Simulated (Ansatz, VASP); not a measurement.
## One calculation of TaN, two programs

The input INCAR:

```
ALGO = Normal
EDIFF = 1E-7
ENCUT = 520
GGA = PS
ISIF = 2
ISMEAR = 0
LASPH = True
LCHARG = False
LREAL = False
LWAVE = False
NBANDS = 15
NELM = 60
PREC = Accurate
SIGMA = 0.15
```

The input KPOINTS:

```
k-points
0
Gamma
  26 26 26
```

POSCAR

```
TaN
1.0
   -0.4741369280      1.9782954583      1.9782954583
    1.9782954583     -0.4741369280      1.9782954583
    1.9782954583      1.9782954583     -0.4741369280
Ta N
1 1
Direct
    0.5000000000      0.5000000000      0.5000000000
    0.0000000000      0.0000000000      0.0000000000
```

Input for Ansatz:

```yaml
crystal:
  lattice:
    - [-0.474136928, 1.9782954583, 1.9782954583]
    - [1.9782954583, -0.474136928, 1.9782954583]
    - [1.9782954583, 1.9782954583, -0.474136928]
  atoms:
    - { symbol: Ta, position: [0.5, 0.5, 0.5] }
    - { symbol: "N", position: [0.0, 0.0, 0.0] }
basis:
  ecutwfc: 420
kpoints:
  mp_grid: { grid: [26, 26, 26] }
hamiltonian:
  xc: pbesol
scf:
  occupations: { method: gaussian, width: 0.15 }
output:
  forces: true
  stress: true
  eigenvalues: true
```

Alike in both runs: task single point; functional PBEsol; k mesh 26 × 26 × 26; occupations gaussian, width 0.15 eV; no spin polarisation.

|  | VASP | Ansatz |
| --- | --- | --- |
| version | VASP 6.6.1 | Ansatz 0.2.0 |
| potentials or method | VASP PAW PBE potentials, release 64 (Ta_pv, N), cutoff 520 eV | scalar-relativistic, plane waves, PAW |
| valence electrons in the cell | 16 | 18 |

|  | VASP | Ansatz | Ansatz less VASP |
| --- | --- | --- | --- |
| gap on the k mesh at the Fermi level (eV) | none | none | - |
| pressure (GPa) | -0.1 | -1.1 | -0.97 |
| traceless stress, the component that is largest in VASP (GPa) | 11.58 | 11.70 | +0.116 |

VASP's potentials were made for PBE, not for PBEsol. A gap of «none» marks a metal or a gap that the smearing closes. With one functional, cell and mesh, what is left measures potentials, basis and numerics. VASP's potentials hold 16 valence electrons a cell and Ansatz's 18, so a difference there can come from the potentials and not from the codes.

Neither program's run includes spin-orbit coupling.
